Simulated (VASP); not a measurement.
A run of VASP 6.6.1 is set up as follows.

File INCAR:

```
SYSTEM = BaTiO3
  PREC = Accurate
  ENCUT = 600
  EDIFF = 1E-7
  ISMEAR = -1
  SIGMA = 0.05
  LREAL = .FALSE.
  LASPH = .TRUE.
  NELM = 200
  ALGO = Normal
  ISIF = 3
  LWAVE = .FALSE.
  LCHARG = .FALSE.
  LMAXMIX = 4
  LDAU = .TRUE.
  LDAUTYPE = 2
  LDAUL = -1 2 -1
  LDAUU = 0 1 0
  LDAUJ = 0 0 0
  LDAUPRINT = 1
  IBRION = 2
  NSW = 60
  EDIFFG = -0.01
  GGA_COMPAT = .FALSE.
  NELMIN = 4
  KPAR = 4
```

File KPOINTS:

```
regular mesh
0
G
  7 7 7
  0 0 0
```

Contents of POSCAR:

```
BaTiO3
1.0
    3.9998000000      0.0000000000      0.0000000000
    0.0000000000      3.9998000000      0.0000000000
    0.0000000000      0.0000000000      4.0180000000
Ba Ti O
1 1 3
Direct
    0.9955672000      0.9906407400      0.0035034300
    0.5025366900      0.4919233700      0.4687657700
    0.4792189400      0.5143238900      0.0064065200
    0.5027309200      0.0032990000      0.5093824900
    0.0199462600      0.4998130000      0.5399418000
```

Potentials or basis: VASP PAW LDA potentials, release 64 (Ba_sv, Ti_sv, O).

Launch:

```bash
$ cat potpaw_LDA.64/Ba_sv/POTCAR potpaw_LDA.64/Ti_sv/POTCAR potpaw_LDA.64/O/POTCAR > POTCAR
$ mpirun -np 4 vasp_std > vasp.out
```

Task: Estimate the band gap on the k mesh.

Result: 1.95 eV (least direct gap 2.04 eV).

Task: Predict the relaxed cell.

Result: a = 3.955 Å, b = 3.956 Å, c = 3.963 Å, α = 90.00°, β = 89.99°, γ = 89.99°.

Task: Predict the relaxed volume.

Result: 12.40 Å³/atom.

Task: Predict the space group after relaxing (to 0.1 Å).

Result: Pm-3m (No. 221).

Final structure:
```
Ba Ti O
1.0
     3.95505    0.00042    0.00033
     0.00046    3.95647    0.00013
     0.00037    0.00007    3.96276
Ba Ti O
1 1 3
Direct
  0.99899 0.99809 0.00266
  0.49656 0.49456 0.49648
  0.50102 0.50189 0.01156
  0.50115 0.00361 0.50869
  0.00228 0.50186 0.50860
```

Caveat: spin-orbit coupling is left out, which moves the levels of the heavy elements. A k mesh can miss the band edges.
